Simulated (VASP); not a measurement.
# NaCl (I4/mmm) in VASP: a series of runs, part 2 of 2

VASP 6.6.1. The steps go on from the part before.

## 3. Dielectric tensor, r2SCAN (epitaxial xy strain -1.0%)

File INCAR:

```
  PREC = Accurate
  ENCUT = 520
  EDIFF = 1E-8
  ISMEAR = 0
  SIGMA = 0.01
  LREAL = False
  LASPH = True
  NELM = 80
  ALGO = Normal
  ISIF = 2
  LWAVE = False
  LCHARG = False
  METAGGA = R2SCAN
  LMIXTAU = True
  LCALCEPS = True
```

File KPOINTS:

```
Automatic mesh
0
Gamma
  6 6 6
```

File POSCAR:

```
NaCl
1.0
    0.0000000000      2.7746718371      2.8167123195
    2.7746718371      0.0000000000      2.8167123195
    2.7746718371      2.7746718371      0.0000000000
Na Cl
1 1
Direct
    0.0000000000      0.0000000000      0.0000000000
    0.5000000000      0.5000000000      0.5000000000
```

Potentials or basis: VASP PAW PBE potentials, release 64 (Na_pv, Cl).

On the command line:

```bash
cat potpaw_PBE.64/Na_pv/POTCAR potpaw_PBE.64/Cl/POTCAR > POTCAR
mpirun -np 1 vasp_std > vasp.out
```

OUTCAR:

```text
PREC = Accurate
   ENCUT = 520
   EDIFF = 1E-8
   ISMEAR = 0
   LREAL = False
   LASPH = True
   NELM = 80
   ISIF = 2
   METAGGA = R2SCAN

 ion  position               nearest neighbor table
   1  0.000  0.000  0.000-
   2  0.500  0.500  0.500-

  LATTYP: Found a body centered tetragonal cell.
 ALAT       =     3.9239785432
 C/A-ratio  =     1.4356410406

  Lattice vectors:

 A1 = (  -2.7746718371,   0.0000000000,   2.8167123195)
[... 560 lines left out ...]
    3     0.00000     0.00000     1.06571
 ion    2
    1    -1.05775     0.00000     0.00000
    2     0.00000    -1.05775     0.00000
    3    -0.00000    -0.00000    -1.06571

  FORCE on cell =-STRESS in cart. coord.  units (eV):
  Direction    XX          YY          ZZ          XY          YZ          ZX
  --------------------------------------------------------------------------------------
  -------------------------------------------------------------------------------------
  Total        0.1520095      0.1520095     -0.0557534      0.0000000     -0.0000000     -0.0000000
  in kB        5.6154639      5.6154639     -2.0596174      0.0000000     -0.0000000     -0.0000000
  external PRESSURE =       3.0571035 kB  Pullay stress =       0.0000000 kB

 VOLUME and BASIS-vectors are now :
 -----------------------------------------------------------------------------
  energy-cutoff  :      520.00
  volume of cell :       43.37
      direct lattice vectors                 reciprocal lattice vectors
     0.000000000  2.774671837  2.816712320    -0.180201490  0.180201490  0.177511916
     2.774671837  0.000000000  2.816712320     0.180201490 -0.180201490  0.177511916
     2.774671837  2.774671837  0.000000000     0.180201490  0.180201490 -0.177511916

 POSITION                                       TOTAL-FORCE (eV/Angst)
 -----------------------------------------------------------------------------------
      0.00000      0.00000      0.00000        -0.000000     -0.000000      0.000000
      2.77467      2.77467      2.81671         0.000000      0.000000     -0.000000
 -----------------------------------------------------------------------------------
    total drift:                               -0.000000      0.000000      0.000000

  FREE ENERGIE OF THE ION-ELECTRON SYSTEM (eV)
  ---------------------------------------------------
  free  energy   TOTEN  =       -13.7887151509 eV

  energy  without entropy=      -13.7887151509  energy(sigma->0) =      -13.78871515
```

OSZICAR:

```text
N       E                     dE             d eps       ncg     rms          rms(c)
DAV:   1     0.882903542606E+02    0.88290E+02   -0.77429E+03   668   0.131E+03
DAV:   2    -0.712020696305E+01   -0.95411E+02   -0.88245E+02   734   0.285E+02
DAV:   3    -0.157368273659E+02   -0.86166E+01   -0.85534E+01   819   0.846E+01
[... 12 lines left out ...]
DMP:   7    -0.137887149836E+02   -0.11437E-06   -0.15358E-06   748   0.507E-06  -0.237E-06
DMP:   8    -0.137887150506E+02   -0.67080E-07   -0.11929E-06   748   0.325E-06  -0.507E-07
DMP:   9    -0.137887151165E+02   -0.65892E-07   -0.54496E-07   748   0.120E-06   0.310E-07
DMP:  10    -0.137887151365E+02   -0.19980E-07   -0.18719E-07   748   0.634E-07  -0.319E-07
DMP:  11    -0.137887151427E+02   -0.61566E-08   -0.15904E-07   748   0.460E-07  -0.120E-07
DMP:  12    -0.137887151509E+02   -0.81977E-08   -0.76718E-08   748   0.172E-07   0.381E-08
   1 F= -.13788715E+02 E0= -.13788715E+02  d E =-.164597E-25
```

stdout:

```text
POSCAR found type information on POSCAR NaCl
 POSCAR found :  2 types and       2 ions
 scaLAPACK will be used
 -----------------------------------------------------------------------------
[... 93 lines left out ...]
dp_tot=(  0.171E-06  0.171E-06  0.341E-02 )  diag[e(oo)]=(    ---      ---    2.42411 )
 p_tot=( -0.194E+02 -0.194E+02 -0.197E+02 )
dp_tot=(  0.178E-06  0.178E-06  0.343E-02 )  diag[e(oo)]=(    ---      ---    2.43218 )
 p_tot=( -0.194E+02 -0.194E+02 -0.197E+02 )
dp_tot=(  0.182E-06  0.181E-06  0.343E-02 )  diag[e(oo)]=(    ---      ---    2.43068 )
 final diagonalization full
 p_tot=( -0.194E+02 -0.194E+02 -0.197E+02 )
dp_tot=(  0.182E-06  0.182E-06  0.342E-02 )  diag[e(oo)]=(    ---      ---    2.42591 )
```

Wall time 18 min (1 thread of AMD EPYC 9R45 (Zen 5), shared host); peak memory 0.34 GiB.

What came out:

```
Band gap on the k mesh                  : 6.06 eV
Electronic dielectric tensor (diagonal) : 2.42, 2.42, 2.43
Born charges (mean of the diagonal)     : Na +1.06; Cl -1.06 e
```

Electronic dielectric tensor:
```
2.42 0.00 0.00
0.00 2.42 0.00
0.00 0.00 2.43
```

Born effective charge tensors (e):
atom 1, Na
```
1.06 0.00 0.00
0.00 1.06 0.00
0.00 0.00 1.07
```
atom 2, Cl
```
-1.06  0.00  0.00
 0.00 -1.06  0.00
 0.00  0.00 -1.07
```

Dipole moments of the cell (e·Å, modulo the quantum): ionic -19.423, -19.423, -19.717; electronic 0.000, 0.000, 0.003

Caveat: the cell differs from its parent crystal (epitaxial xy strain -1.0%); the PAW data sets were made with another functional, which shifts forces and pressure a little.

## 4. Dielectric tensor, r2SCAN (epitaxial xy strain +1.0%)

File INCAR:

```
ALGO = Normal
EDIFF = 1E-8
ENCUT = 520
ISIF = 2
ISMEAR = 0
LASPH = T
LCALCEPS = T
LCHARG = F
LMIXTAU = T
LREAL = F
LWAVE = F
METAGGA = R2SCAN
NELM = 80
PREC = Accurate
SIGMA = 0.01
```

File KPOINTS:

```
k-points
0
Gamma
  6 6 6
```

File POSCAR:

```
NaCl
1.0
    0.0000000000      2.8307258136      2.7936053439
    2.8307258136      0.0000000000      2.7936053439
    2.8307258136      2.8307258136      0.0000000000
Na Cl
1 1
Direct
    0.0000000000      0.0000000000      0.0000000000
    0.5000000000      0.5000000000      0.5000000000
```

Potentials or basis: VASP PAW PBE potentials, release 64 (Na_pv, Cl).

On the command line:

```bash
cat potpaw_PBE.64/Na_pv/POTCAR potpaw_PBE.64/Cl/POTCAR > POTCAR
mpirun -np 1 vasp_std > vasp.out
```

OUTCAR:

```text
EDIFF = 1E-8
   ENCUT = 520
   ISIF = 2
   ISMEAR = 0
   LASPH = T
   LREAL = F
   METAGGA = R2SCAN
   NELM = 80
   PREC = Accurate

 ion  position               nearest neighbor table
   1  0.000  0.000  0.000-
   2  0.500  0.500  0.500-

  LATTYP: Found a body centered tetragonal cell.
 ALAT       =     4.0032508370
 C/A-ratio  =     1.3956683993

  Lattice vectors:

 A1 = (   0.0000000000,  -2.8307258136,  -2.7936053439)
[... 560 lines left out ...]
    3     0.00000     0.00000     1.06940
 ion    2
    1    -1.06886     0.00000     0.00000
    2     0.00000    -1.06886     0.00000
    3     0.00000     0.00000    -1.06940

  FORCE on cell =-STRESS in cart. coord.  units (eV):
  Direction    XX          YY          ZZ          XY          YZ          ZX
  --------------------------------------------------------------------------------------
  -------------------------------------------------------------------------------------
  Total       -0.2298867     -0.2298867     -0.0594305      0.0000000     -0.0000000     -0.0000000
  in kB       -8.2268526     -8.2268526     -2.1268132      0.0000000     -0.0000000     -0.0000000
  external PRESSURE =      -6.1935061 kB  Pullay stress =       0.0000000 kB

 VOLUME and BASIS-vectors are now :
 -----------------------------------------------------------------------------
  energy-cutoff  :      520.00
  volume of cell :       44.77
      direct lattice vectors                 reciprocal lattice vectors
     0.000000000  2.830725814  2.793605344    -0.176633144  0.176633144  0.178980185
     2.830725814  0.000000000  2.793605344     0.176633144 -0.176633144  0.178980185
     2.830725814  2.830725814  0.000000000     0.176633144  0.176633144 -0.178980185

 POSITION                                       TOTAL-FORCE (eV/Angst)
 -----------------------------------------------------------------------------------
      0.00000      0.00000      0.00000        -0.000000      0.000000      0.000000
      2.83073      2.83073      2.79361         0.000000     -0.000000      0.000000
 -----------------------------------------------------------------------------------
    total drift:                               -0.000000      0.000000      0.000000

  FREE ENERGIE OF THE ION-ELECTRON SYSTEM (eV)
  ---------------------------------------------------
  free  energy   TOTEN  =       -13.7876079270 eV

  energy  without entropy=      -13.7876079270  energy(sigma->0) =      -13.78760793
```

Run time: 18 min. Hardware: 1 thread of AMD EPYC 9R45 (Zen 5), shared host; peak memory 0.35 GiB.

Results:

- Band gap on the k mesh: 5.93 eV
- Electronic dielectric tensor (diagonal): 2.40, 2.40, 2.39
- Born charges (mean of the diagonal): Na +1.07; Cl -1.07 e

Electronic dielectric tensor:
```
2.40 0.00 0.00
0.00 2.40 0.00
0.00 0.00 2.39
```

Born effective charge tensors (e):
atom 1, Na
```
1.07 0.00 0.00
0.00 1.07 0.00
0.00 0.00 1.07
```
atom 2, Cl
```
-1.07  0.00  0.00
 0.00 -1.07  0.00
 0.00  0.00 -1.07
```

Dipole moments of the cell (e·Å, modulo the quantum): ionic -19.815, -19.815, -19.555; electronic 0.000, 0.000, 0.003

Caveat: the cell differs from its parent crystal (epitaxial xy strain +1.0%); the PAW data sets were made with another functional, which shifts forces and pressure a little.

## 5. The runs side by side

```csv
cell,gap on the mesh (eV)
"a = 3.944, b = 3.944, c = 3.884 Å, angles 60.5, 60.5, 59.0°, 2 atoms",6.12
"a = 3.954, b = 3.954, c = 3.924 Å, angles 60.2, 60.2, 59.5°, 2 atoms",6.06
"a = 3.977, b = 3.977, c = 4.003 Å, angles 59.8, 59.8, 60.4°, 2 atoms",5.93
```

Alike in all rows: task dielectric tensor; level r2SCAN; potentials or basis VASP PAW PBE potentials, release 64 (Na_pv, Cl); no spin polarisation; k mesh 6 × 6 × 6; cutoff (eV) 520; smearing gaussian 0.01 eV.

Caveats: the PAW data sets were made with another functional, which shifts forces and pressure a little.

Total energies depend on the potentials used, so only differences within one code and one set of settings carry meaning.
